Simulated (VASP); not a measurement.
A run of VASP 6.6.1 is set up as follows.

INCAR

```
SYSTEM = SiC2
  ALGO = Normal
  EDIFF = 1E-6
  ENCUT = 520
  GGA = PE
  ISIF = 2
  ISMEAR = 0
  ISPIN = 2
  LASPH = .True.
  LCHARG = .False.
  LORBIT = 11
  LREAL = .False.
  LWAVE = .False.
  MAGMOM = 0 0 1 1 1 1
  NBANDS = 25
  NELM = 150
  PREC = Accurate
  SIGMA = 0.1
```

File KPOINTS:

```
k-points
0
Gamma
  6 6 2
  0 0 0
```

File POSCAR:

```
SiC2
1.0
    2.6634302900      0.0000000000      0.0000000000
   -1.3317151400      2.3065982900      0.0000000000
    0.0000000000      0.0000000000     13.2903114600
Si C
2 4
Direct
    0.3333333300      0.6666666700      0.7500000000
    0.6666666700      0.3333333300      0.2500000000
    0.3333333300      0.6666666700      0.0833333300
    0.3333333300      0.6666666700      0.4166666700
    0.6666666700      0.3333333300      0.5833333300
    0.6666666700      0.3333333300      0.9166666700
```

Potentials or basis: VASP PAW PBE potentials, release 64 (Si, C).

Run with:

```bash
$ cat potpaw_PBE.64/Si/POTCAR potpaw_PBE.64/C/POTCAR > POTCAR
$ mpirun -np 1 vasp_std > vasp.out
```

Problem. Predict the pressure.

Solution. -21.0 GPa.

Problem. Estimate the band gap on the k mesh.

Solution. Zero (filled and empty bands overlap).

Problem. Predict the largest force.

Solution. 0.288 eV/Å.

Stress tensor (GPa, compression positive):
```
-17.51   0.00   0.00
  0.00 -17.51   0.00
  0.00   0.00 -28.10
```

Caveat: the k points lie up to 0.45 Å⁻¹ apart.
